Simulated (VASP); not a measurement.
# Al12HO in VASP: single point with PBE

Aim: the single point of Al12HO with PBE.

All numbers are computed with VASP 6.6.1; they aren't measurements. Logs are shortened: lines on timing, memory, paths and dates and some standing lists are left out, and cuts for length are marked.

### Step 1. The cell of the first run

The cell holds a slab with vacuum, 14 atoms: a = 5.714 Å, b = 5.714 Å, c = 22.175 Å, α = 90.00°, β = 90.00°, γ = 90.00°.

### Step 2. Single point, PBE, collinear spin, ferromagnetic start

The input, INCAR:

```
PREC = Accurate ; ENCUT = 520
EDIFF = 1E-7 ; ISMEAR = 0
SIGMA = 0.1 ; LREAL = F
LASPH = T ; NELM = 150
ALGO = Normal ; ISIF = 2
LWAVE = F ; LCHARG = F
ISPIN = 2 ; MAGMOM = 0 0 0 0 0 0 0 0 0 0 0 0 1 0
LORBIT = 11 ; LDIPOL = T
IDIPOL = 3 ; DIPOL = 0.5 0.5 0.291
GGA = PE ; NBANDS = 38
```

The input, KPOINTS:

```
Automatic mesh
0
Gamma
  5 5 1
```

The input, POSCAR:

```
Al12HO
1.0
    5.7143028096      0.0000000000      0.0000000000
    0.0000000000      5.7143028096      0.0000000000
    0.0000000000      0.0000000000     22.1750227687
Al O H
12 1 1
Direct
    0.2500000000      0.2500000000      0.1803831293
    0.2500000000      0.7500000000      0.1803831293
    0.7500000000      0.2500000000      0.1803831293
    0.7500000000      0.7500000000      0.1803831293
    0.0000000000      0.0000000000      0.2744094920
    0.0000000000      0.5000000000      0.2744094920
    0.5000000000      0.0000000000      0.2744094920
    0.5000000000      0.5000000000      0.2744094920
    0.2500000000      0.2500000000      0.3686590473
    0.2500000000      0.7500000000      0.3686590473
    0.7500000000      0.2500000000      0.3686590473
    0.7500000000      0.7500000000      0.3686590473
    0.5000000000      0.5000000000      0.3776782038
    0.6071648556      0.6071648556      0.4002260950
```

Potentials or basis: VASP PAW PBE potentials, release 64 (Al, O, H).

Started as:

```
$ cat potpaw_PBE.64/Al/POTCAR potpaw_PBE.64/O/POTCAR potpaw_PBE.64/H/POTCAR > POTCAR
$ mpirun -np 1 vasp_std > vasp.out
```

OUTCAR:

```text
PREC = Accurate
   ENCUT = 520
   EDIFF = 1E-7
   ISMEAR = 0
   LREAL = F
   LASPH = T
   NELM = 150
   ISIF = 2
   ISPIN = 2
   LORBIT = 11
   GGA = PE

 ion  position               nearest neighbor table
   1  0.250  0.250  0.180-   2 2.86   3 2.86   2 2.86   3 2.86   7 2.90   8 2.90   5 2.90   6 2.90

   2  0.250  0.750  0.180-   1 2.86   4 2.86   1 2.86   4 2.86   7 2.90   8 2.90   5 2.90   6 2.90

   3  0.750  0.250  0.180-   1 2.86   4 2.86   4 2.86   1 2.86   7 2.90   8 2.90   5 2.90   6 2.90

   4  0.750  0.750  0.180-   2 2.86   3 2.86   3 2.86   2 2.86   7 2.90   8 2.90   5 2.90   6 2.90

   5  0.000  0.000  0.274-   6 2.86   7 2.86   6 2.86   7 2.86   1 2.90   2 2.90   3 2.90   4 2.90
                            11 2.91  12 2.91   9 2.91  10 2.91
   6  0.000  0.500  0.274-   5 2.86   8 2.86   5 2.86   8 2.86   1 2.90   2 2.90   3 2.90   4 2.90
                            11 2.91  12 2.91   9 2.91  10 2.91
   7  0.500  0.000  0.274-   5 2.86   8 2.86   8 2.86   5 2.86   1 2.90   2 2.90   3 2.90   4 2.90
                            11 2.91  12 2.91   9 2.91  10 2.91
   8  0.500  0.500  0.274-  13 2.29   7 2.86   6 2.86   7 2.86   6 2.86   2 2.90   3 2.90   4 2.90
                             1 2.90  12 2.91   9 2.91  10 2.91  11 2.91
   9  0.250  0.250  0.369-  13 2.03  11 2.86  10 2.86  10 2.86  11 2.86   6 2.91   7 2.91   8 2.91
                             5 2.91
  10  0.250  0.750  0.369-  13 2.03  12 2.86   9 2.86   9 2.86  12 2.86   6 2.91   7 2.91   8 2.91
                             5 2.91
  11  0.750  0.250  0.369-  13 2.03  12 2.86   9 2.86  12 2.86   9 2.86   6 2.91   7 2.91   8 2.91
                             5 2.91
  12  0.750  0.750  0.369-  14 1.35  13 2.03  10 2.86  11 2.86  11 2.86  10 2.86   7 2.91   8 2.91
                             5 2.91   6 2.91
  13  0.500  0.500  0.378-  14 1.00  10 2.03  11 2.03  12 2.03   9 2.03   8 2.29
  14  0.607  0.607  0.400-  13 1.00  12 1.35

  LATTYP: Found a simple tetragonal cell.
 ALAT       =     5.7143028096
 C/A-ratio  =     3.8806173750

  Lattice vectors:

 A1 = (   5.7143028096,   0.0000000000,   0.0000000000)
 A2 = (   0.0000000000,   5.7143028096,   0.0000000000)
 A3 = (   0.0000000000,   0.0000000000,  22.1750227687)

Analysis of symmetry for initial positions (statically):
=====================================================================
 Subroutine PRICEL returns:
 Original cell was already a primitive cell.

 Routine SETGRP: Setting up the symmetry group for a
 simple tetragonal supercell.

 Subroutine GETGRP returns: Found  2 space group operations
 (whereof  2 operations were pure point group operations)
 out of a pool of 16 trial point group operations.

The static configuration has the point symmetry C_1h.

Analysis of symmetry for dynamics (positions and initial velocities):
=====================================================================
 Subroutine PRICEL returns:
 Original cell was already a primitive cell.

 Routine SETGRP: Setting up the symmetry group for a
 simple tetragonal supercell.

 Subroutine GETGRP returns: Found  2 space group operations
 (whereof  2 operations were pure point group operations)
 out of a pool of 16 trial point group operations.

The dynamic configuration has the point symmetry C_1h.

Analysis of structural, dynamic, and magnetic symmetry:
=====================================================================
 Subroutine PRICEL returns:
 Original cell was already a primitive cell.

 Routine SETGRP: Setting up the symmetry group for a
 simple tetragonal supercell.

 Subroutine GETGRP returns: Found  2 space group operations
 (whereof  2 operations were pure point group operations)
 out of a pool of 16 trial point group operations.

The overall configuration has the point symmetry C_1h.

 Subroutine INISYM returns: Found  2 space group operations
 (whereof  2 operations are pure point group operations),
 and found     1 'primitive' translations

----------------------------------------------------------------------------------------

                                     Primitive cell

  volume of cell :     724.0867

  direct lattice vectors                    reciprocal lattice vectors
     5.714302810  0.000000000  0.000000000     0.174999476  0.000000000  0.000000000
     0.000000000  5.714302810  0.000000000     0.000000000  0.174999476  0.000000000
     0.000000000  0.000000000 22.175022769     0.000000000  0.000000000  0.045095782

  length of vectors
[... 109 lines left out ...]
     AMIX     =   0.40;   BMIX     =  1.00
     AMIX_MAG =   1.60;   BMIX_MAG =  1.00
  volume/ion in A,a.u.               =      51.72       349.03
  Fermi-wavevector in a.u.,A,eV,Ry     =   0.638706  1.206979  5.550428  0.407945
  Thomas-Fermi vector in A             =   1.704136
   LORBIT       =     11    0 simple, 1 ext, 2 COOP (PROOUT), +10 PAW based schemes
   GGA     = PE    functional components
   LHFCALC =     F    Hartree Fock is set to
   AEXX    =    0.0000 exact exchange contribution
   IVDW    =     0    specifies the selected vdW correction
   LEPSILON=     F    determine dielectric tensor
   LRPA    =     F    only Hartree local field effects (RPA)
 spin polarized calculation
 Gauss-broadening in eV      SIGMA  =   0.10
  energy-cutoff  :      520.00
  volume of cell :      724.09
 maximum number of plane-waves:     19529
   NGX = 21   NGY = 21   NGZ = 83

 dipolmoment           0.000000      0.000000      0.046672 electrons x Angstroem

 number of electron      42.9999995 magnetization       0.0000050

 number of electron      42.9999995 magnetization      -0.0000039

 dipolmoment           0.000000      0.000000     -0.048503 electrons x Angstroem

 Free energy of the ion-electron system (eV)
  ---------------------------------------------------
  ext. energy  EPLUGINS =         0.00000000
  ---------------------------------------------------
  free energy    TOTEN  =       -47.66754264 eV

  energy without entropy =      -47.62825314  energy(sigma->0) =      -47.64789789

 E-fermi :  -0.6896     XC(G=0):  -3.8095

 val. band max:       -0.6930170385   @ k =   0.4000   0.0000   0.0000
 cond. band min:      -0.6833636313   @ k =  -0.2000   0.4000   0.0000
 fundamental gap:      0.0096534071
 Fermi energy:        -0.6895656466

 spin component 1

 k-point     1 :       0.0000    0.0000    0.0000
  band No.  band energies     occupation
      1     -24.6525      1.00000
      2     -13.0644      1.00000
      3     -10.7877      1.00000
      4     -10.0617      1.00000
      5      -8.9515      1.00000
      6      -8.3149      1.00000
[... 313 lines left out ...]
     32       2.3753      0.00000
     33       2.4179      0.00000
 Fermi energy:        -0.6895656466

 spin component 2

 k-point     1 :       0.0000    0.0000    0.0000
  band No.  band energies     occupation
      1     -24.6525      1.00000
      2     -13.0644      1.00000
      3     -10.7877      1.00000
      4     -10.0617      1.00000
      5      -8.9515      1.00000
      6      -8.3149      1.00000
[... 313 lines left out ...]
     32       2.3753      0.00000
     33       2.4179      0.00000
 [bands above 33 left out]

------------------------ aborting loop because EDIFF is reached ----------------------------------------

 vacuum level on the upper side and lower side of the slab       (xc-potential included)        -0.197         0.076

  FORCE on cell =-STRESS in cart. coord.  units (eV):
  Direction    XX          YY          ZZ          XY          YZ          ZX
  --------------------------------------------------------------------------------------
  -------------------------------------------------------------------------------------
  Total        4.1692460      4.1692460      5.9632455      5.6253558     -1.7250324     -1.7250321
  in kB        9.2252370      9.2252370     13.1947965     12.4471522     -3.8169570     -3.8169562
  external PRESSURE =      10.5484235 kB  Pullay stress =       0.0000000 kB

 VOLUME and BASIS-vectors are now :
 -----------------------------------------------------------------------------
  energy-cutoff  :      520.00
  volume of cell :      724.09
      direct lattice vectors                 reciprocal lattice vectors
     5.714302810  0.000000000  0.000000000     0.174999476  0.000000000  0.000000000
     0.000000000  5.714302810  0.000000000     0.000000000  0.174999476  0.000000000
     0.000000000  0.000000000 22.175022769     0.000000000  0.000000000  0.045095782

 POSITION                                       TOTAL-FORCE (eV/Angst)
 -----------------------------------------------------------------------------------
      1.42858      1.42858      4.00000        -0.066256     -0.066256     -0.040842
      1.42858      4.28573      4.00000        -0.129472      0.056154      0.020190
      4.28573      1.42858      4.00000         0.056154     -0.129472      0.020190
      4.28573      4.28573      4.00000         0.095435      0.095435     -0.000065
      0.00000      0.00000      6.08504        -0.036423     -0.036423     -0.249644
      0.00000      2.85715      6.08504         0.017475      0.025332      0.244723
      2.85715      0.00000      6.08504         0.025332      0.017475      0.244723
      2.85715      2.85715      6.08504        -0.016478     -0.016478     -0.969877
      1.42858      1.42858      8.17502        -1.312401     -1.312401     -0.280108
      1.42858      4.28573      8.17502        -1.328771      1.197134     -0.453704
      4.28573      1.42858      8.17502         1.197134     -1.328771     -0.453704
      4.28573      4.28573      8.17502         6.123411      6.123411     -4.311174
      2.85715      2.85715      8.37502        -2.618846     -2.618846     -0.263418
      3.46952      3.46952      8.87502        -2.006294     -2.006294      6.492710
 -----------------------------------------------------------------------------------
    total drift:                               -0.000054     -0.000054      0.000331

  FREE ENERGIE OF THE ION-ELECTRON SYSTEM (eV)
  ---------------------------------------------------
  free  energy   TOTEN  =       -47.6675426381 eV

  energy  without entropy=      -47.6282531426  energy(sigma->0) =      -47.64789789

 vacuum level on the upper side and lower side of the slab         3.391         3.664

 total charge

# of ion       s       p       d       tot
------------------------------------------
    1        0.472   0.286   0.000   0.758
    2        0.474   0.284   0.000   0.757
    3        0.474   0.284   0.000   0.757
    4        0.473   0.285   0.000   0.758
    5        0.437   0.331   0.000   0.768
    6        0.421   0.339   0.000   0.760
    7        0.421   0.339   0.000   0.760
    8        0.437   0.319   0.000   0.757
    9        0.468   0.284   0.000   0.752
   10        0.468   0.285   0.000   0.753
   11        0.468   0.285   0.000   0.753
   12        0.507   0.356   0.000   0.863
   13        1.628   3.561   0.000   5.189
   14        0.668   0.154   0.000   0.822
--------------------------------------------------
tot          7.817   7.390   0.000  15.207

 magnetization (x)

# of ion       s       p       d       tot
------------------------------------------
    1        0.000   0.000   0.000   0.000
    2        0.000   0.000   0.000   0.000
    3        0.000   0.000   0.000   0.000
    4        0.000   0.000   0.000   0.000
    5       -0.000   0.000   0.000  -0.000
    6        0.000   0.000   0.000   0.000
    7        0.000   0.000   0.000   0.000
    8       -0.000   0.000   0.000  -0.000
    9        0.000   0.000   0.000   0.000
   10       -0.000   0.000   0.000   0.000
   11       -0.000   0.000   0.000   0.000
   12       -0.000   0.000   0.000  -0.000
   13        0.000   0.000   0.000   0.000
   14       -0.000  -0.000   0.000  -0.000
--------------------------------------------------
tot          0.000   0.000   0.000   0.000
```

It took 12 min on 1 thread of AMD EPYC 9R45 (Zen 5), shared host; peak memory 1 GiB.

What came out:

```
Free energy                                           : -47.6675 eV
Largest force                                         : 9.674 eV/Å
Net moment                                            : 0.00 μB per cell
Valence electrons inside the program's atomic spheres : Al 0.76, 0.77, 0.75, 0.86 (each value once); O 5.19; H 0.82
```

Forces on the atoms (eV/Å):
```
Al  -0.066 -0.066 -0.041
Al  -0.129  0.056  0.020
Al   0.056 -0.129  0.020
Al   0.095  0.095  0.000
Al  -0.036 -0.036 -0.250
Al   0.017  0.025  0.245
Al   0.025  0.017  0.245
Al  -0.016 -0.016 -0.970
Al  -1.312 -1.312 -0.280
Al  -1.329  1.197 -0.454
Al   1.197 -1.329 -0.454
Al   6.123  6.123 -4.311
O   -2.619 -2.619 -0.263
H   -2.006 -2.006  6.493
```
